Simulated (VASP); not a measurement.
# SnO2 (P6_3/mmc) in VASP: a series of runs

Runs on SnO2. Level: PBE+D3(BJ). Tasks: single point.

Program: VASP 6.6.1. These are calculated values, not measurements. Logs are shortened: lines on timing, memory, paths and dates and some standing lists are left out, and cuts for length are marked.

## (1) The cell of the first run

Symmetry: P6_3/mmc, No. 194, hexagonal system. Conventional cell: a = 3.319 Å, b = 3.319 Å, c = 10.058 Å, α = 90.00°, β = 90.00°, γ = 120.00°. Sn (site symmetry -3m) has 6 O at 2.16 Å within 2.9 Å. Within 2.9 Å of O (site symmetry 3m) lie 3 Sn at 2.16 Å and 3 O at 2.75 Å.

## (2) Single point, PBE+D3(BJ) (15.99 Å³/atom)

File INCAR:

```
SYSTEM = SnO2
  PREC = Accurate
  ENCUT = 520
  EDIFF = 1E-6
  ISMEAR = 0
  SIGMA = 0.05
  LREAL = .FALSE.
  LASPH = .TRUE.
  NELM = 60
  ALGO = Normal
  ISIF = 2
  LWAVE = .FALSE.
  LCHARG = .FALSE.
  GGA = PE
  IVDW = 12
  NBANDS = 35
```

File KPOINTS:

```
Automatic mesh
0
G
  12 12 4
  0 0 0
```

File POSCAR:

```
SnO2
1.0
    3.3193213593      0.0000000000      0.0000000000
   -1.6596606796      2.8746166205      0.0000000000
    0.0000000000      0.0000000000     10.0578756509
Sn O
2 4
Direct
    0.0000000000      0.0000000000      0.5000000000
    0.0000000000      0.0000000000      0.0000000000
    0.6666666667      0.3333333333      0.4017901367
    0.6666666667      0.3333333333      0.0982098633
    0.3333333333      0.6666666667      0.5982098633
    0.3333333333      0.6666666667      0.9017901367
```

Potentials or basis: VASP PAW PBE potentials, release 64 (Sn_d, O).

Launch:

```
> cat potpaw_PBE.64/Sn_d/POTCAR potpaw_PBE.64/O/POTCAR > POTCAR
> mpirun -np 1 vasp_std > vasp.out
```

OUTCAR:

```text
SYSTEM = SnO2
   PREC = Accurate
   ENCUT = 520
   EDIFF = 1E-6
   ISMEAR = 0
   LREAL = .FALSE.
   LASPH = .TRUE.
   NELM = 60
   ISIF = 2
   GGA = PE
   IVDW = 12
 IVDW          = 12

 ion  position               nearest neighbor table
   1  0.000  0.000  0.500-   3 2.16   5 2.16   5 2.16   3 2.16   3 2.16   5 2.16
   2  0.000  0.000  0.000-   4 2.16   6 2.16   6 2.16   4 2.16   4 2.16   6 2.16
   3  0.667  0.333  0.402-   1 2.16   1 2.16   1 2.16
   4  0.667  0.333  0.098-   2 2.16   2 2.16   2 2.16
   5  0.333  0.667  0.598-   1 2.16   1 2.16   1 2.16
   6  0.333  0.667  0.902-   2 2.16   2 2.16   2 2.16

  LATTYP: Found a hexagonal cell.
 ALAT       =     3.3193213593
 C/A-ratio  =     3.0301000000

  Lattice vectors:

 A1 = (   3.3193213593,   0.0000000000,   0.0000000000)
 A2 = (  -1.6596606796,   2.8746166205,   0.0000000000)
 A3 = (   0.0000000000,   0.0000000000,  10.0578756509)

Analysis of symmetry for initial positions (statically):
=====================================================================
 Subroutine PRICEL returns:
 Original cell was already a primitive cell.

 Routine SETGRP: Setting up the symmetry group for a
 hexagonal supercell.

 Subroutine GETGRP returns: Found 24 space group operations
 (whereof 12 operations were pure point group operations)
 out of a pool of 24 trial point group operations.

The static configuration has the point symmetry D_3d.
 The point group associated with its full space group is D_6h.

Analysis of symmetry for dynamics (positions and initial velocities):
=====================================================================
 Subroutine PRICEL returns:
 Original cell was already a primitive cell.

 Routine SETGRP: Setting up the symmetry group for a
 hexagonal supercell.

 Subroutine GETGRP returns: Found 24 space group operations
 (whereof 12 operations were pure point group operations)
 out of a pool of 24 trial point group operations.

The dynamic configuration has the point symmetry D_3d.
 The point group associated with its full space group is D_6h.

 Subroutine INISYM returns: Found 24 space group operations
 (whereof 12 operations are pure point group operations),
 and found     1 'primitive' translations

----------------------------------------------------------------------------------------

                                     Primitive cell

  volume of cell :      95.9700

  direct lattice vectors                    reciprocal lattice vectors
[... 99 lines left out ...]
   IBRION =     -1    ionic relax: 0-MD 1-quasi-New 2-CG
   NFREE  =      0    steps in history (QN), initial steepest desc. (CG)
   ISIF   =      2    stress and relaxation
   ISYM   =      2    0-nonsym 1-usesym 2-fastsym
   POTIM  = 0.5000    time-step for ionic-motion
   TEBEG  =    0.0;   TEEND  =   0.0 temperature during run
   PSTRESS=    0.0 pullay stress
   NELECT =      52.0000    total number of electrons
   NUPDOWN=      -1.0000    fix difference up-down
   EMIN   =  10.00;   EMAX   =-10.00  energy-range for DOS
   EFERMI =   0.00;   METHOD = LEGACY
   ISMEAR =     0;   SIGMA  =   0.05  broadening in eV -4-tet -1-fermi 0-gaus
   EFERMI_NEDOS =   21; number of points for ismear=-14 and -15
   IALGO  =     38    algorithm
   IMIX   =      4    mixing-type and parameters
     AMIX     =   0.40;   BMIX     =  1.00
     AMIX_MAG =   1.60;   BMIX_MAG =  1.00
  volume/ion in A,a.u.               =      15.99       107.94
  Fermi-wavevector in a.u.,A,eV,Ry     =   1.334640  2.522104 24.235565  1.781264
  Thomas-Fermi vector in A             =   2.463406
   LORBIT       =      0    0 simple, 1 ext, 2 COOP (PROOUT), +10 PAW based schemes
   GGA     = PE    functional components
   LHFCALC =     F    Hartree Fock is set to
   AEXX    =    0.0000 exact exchange contribution
   IVDW    =    12    specifies the selected vdW correction
   LEPSILON=     F    determine dielectric tensor
   LRPA    =     F    only Hartree local field effects (RPA)
 non-spin polarized calculation
 Gauss-broadening in eV      SIGMA  =   0.05
  energy-cutoff  :      520.00
  volume of cell :       95.97
 maximum number of plane-waves:      2612
 NGX is ok and might be reduce to    28
   NGX = 13   NGY = 13   NGZ = 37

 number of electron      52.0000016 magnetization

 Free energy of the ion-electron system (eV)
  ---------------------------------------------------
  ext. energy  EPLUGINS =         0.00000000
  ---------------------------------------------------
  free energy    TOTEN  =       -36.15800592 eV

  energy without entropy =      -36.15800592  energy(sigma->0) =      -36.15800592

 E-fermi :   2.8729     XC(G=0):  -9.3944

 val. band max:        2.6149977808   @ k =   0.2500   0.1667   0.0000
 cond. band min:       3.9737241636   @ k =   0.0000   0.0000   0.0000
 fundamental gap:      1.3587263829
 Fermi energy:         2.8728596234

 k-point     1 :       0.0000    0.0000    0.0000
  band No.  band energies     occupation
      1     -17.6715      2.00000
      2     -17.6705      2.00000
      3     -17.4641      2.00000
      4     -17.4641      2.00000
      5     -17.4639      2.00000
      6     -17.4639      2.00000
[... 901 lines left out ...]
     34      14.3367      0.00000
     35      14.4223      0.00000

 [... further k-points ...]

------------------------ aborting loop because EDIFF is reached ----------------------------------------

 Edisp (eV)   -0.94965

 E8    (eV) :    -0.3723

  FORCE on cell =-STRESS in cart. coord.  units (eV):
  Direction    XX          YY          ZZ          XY          YZ          ZX
  --------------------------------------------------------------------------------------
  -------------------------------------------------------------------------------------
  Total      -6.14364    -6.14364    -0.57889    -0.00000    -0.00000     0.00000
  in kB    -102.56547  -102.56547    -9.66431    -0.00000    -0.00000     0.00000
  external pressure =      -71.60 kB  Pullay stress =        0.00 kB

 VOLUME and BASIS-vectors are now :
 -----------------------------------------------------------------------------
  energy-cutoff  :      520.00
  volume of cell :       95.97
      direct lattice vectors                 reciprocal lattice vectors
     3.319321359  0.000000000  0.000000000     0.301266401  0.173936238  0.000000000
    -1.659660680  2.874616620  0.000000000     0.000000000  0.347872476  0.000000000
     0.000000000  0.000000000 10.057875651     0.000000000  0.000000000  0.099424574

 POSITION                                       TOTAL-FORCE (eV/Angst)
 -----------------------------------------------------------------------------------
      0.00000      0.00000      5.02894        -0.000000      0.000000      0.000000
      0.00000      0.00000      0.00000        -0.000000      0.000000      0.000000
      1.65966      0.95821      4.04116         0.000000     -0.000000      0.234498
      1.65966      0.95821      0.98778        -0.000000      0.000000     -0.234498
     -0.00000      1.91641      6.01672        -0.000000      0.000000     -0.234498
     -0.00000      1.91641      9.07009         0.000000      0.000000      0.234498
 -----------------------------------------------------------------------------------
    total drift:                               -0.000000     -0.000000      0.000000

  FREE ENERGIE OF THE ION-ELECTRON SYSTEM (eV)
  ---------------------------------------------------
  free  energy   TOTEN  =       -37.1076553568 eV

  energy  without entropy=      -37.1076553568  energy(sigma->0) =      -37.10765536
```

OSZICAR:

```text
N       E                     dE             d eps       ncg     rms          rms(c)
DAV:   1     0.645518008802E+03    0.64552E+03   -0.25568E+04  4317   0.212E+03
DAV:   2     0.641876191913E+02   -0.58133E+03   -0.54854E+03  4465   0.595E+02
DAV:   3    -0.365613844544E+02   -0.10075E+03   -0.98742E+02  4448   0.207E+02
DAV:   4    -0.420585697727E+02   -0.54972E+01   -0.54610E+01  4881   0.540E+01
DAV:   5    -0.422130003978E+02   -0.15443E+00   -0.15416E+00  5037   0.932E+00    0.149E+01
DAV:   6    -0.361345640301E+02    0.60784E+01   -0.18546E+01  6248   0.663E+01    0.603E+00
DAV:   7    -0.361996604737E+02   -0.65096E-01   -0.22137E+00  4334   0.869E+00    0.315E+00
DAV:   8    -0.361625929196E+02    0.37068E-01   -0.22193E-01  5819   0.374E+00    0.926E-01
DAV:   9    -0.361559128068E+02    0.66801E-02   -0.34487E-02  6026   0.247E+00    0.148E-01
DAV:  10    -0.361579211638E+02   -0.20084E-02   -0.69238E-03  5152   0.855E-01    0.856E-02
DAV:  11    -0.361579884060E+02   -0.67242E-04   -0.85240E-04  6232   0.321E-01    0.298E-02
DAV:  12    -0.361580077184E+02   -0.19312E-04   -0.69643E-05  4730   0.601E-02    0.190E-02
DAV:  13    -0.361580060362E+02    0.16822E-05   -0.12343E-05  5618   0.267E-02    0.302E-03
DAV:  14    -0.361580059170E+02    0.11919E-06   -0.95517E-07  3081   0.102E-02
   1 F= -.37107655E+02 E0= -.37107655E+02  d E =-.243267E-14
```

stdout:

```text
POSCAR found type information on POSCAR SnO
 POSCAR found :  2 types and       6 ions
 scaLAPACK will be used
 LDA part: xc-table for (Slater+PW92), standard interpolation
 POSCAR, INCAR and KPOINTS ok, starting setup
 FFT: planning ... GRIDC
 FFT: planning ... GRID_SOFT
 FFT: planning ... GRID
 WAVECAR not read
 entering main loop
```

Wall time 1.7 min (1 thread of Intel Xeon 6975P-C (Granite Rapids), shared host); peak memory 0.32 GiB.

Results:

```yaml
Free_energy: -37.1077 eV
Pressure: -7.2 GPa
Largest_force: 0.234 eV/Å
Band_gap_on_the_k_mesh: 1.36 eV (least direct gap 1.69 eV)
Dispersion_energy_per_atom: -0.158 eV
```

Forces in eV/Å, atoms in the order of the input:
```
Sn   0.000  0.000  0.000
Sn   0.000  0.000  0.000
O    0.000  0.000  0.234
O    0.000  0.000 -0.234
O    0.000  0.000 -0.234
O    0.000  0.000  0.234
```

Stress tensor (GPa, compression positive):
```
-10.26   0.00   0.00
  0.00 -10.26   0.00
  0.00   0.00  -0.97
```

Levels at points of the mesh, in eV from the valence-band top:
```tsv
k point	band 22	band 23	band 24	band 25	band 26	band 27	band 28	band 29	band 30	band 31
(0.00, 0.00, 0.00)	-1.21	-1.21	-1.15	-1.15	-0.33	1.36	2.34	4.85	5.42	10.20
(0.50, 0.00, 0.00)	-1.03	-0.77	-0.75	-0.69	-0.10	4.44	4.62	6.33	7.21	9.11
(0.00, 0.00, 0.50)	-1.18	-1.18	-1.18	-0.84	-0.84	1.89	1.89	5.14	5.14	10.26
(0.50, 0.00, 0.50)	-1.35	-0.73	-0.73	-0.36	-0.36	4.53	4.53	6.74	6.74	9.34
```

Caveat: the cell stands under tension; spin-orbit coupling is left out, which moves the levels of the heavy elements. A k mesh can miss the band edges.

[end of part 1 of 2]
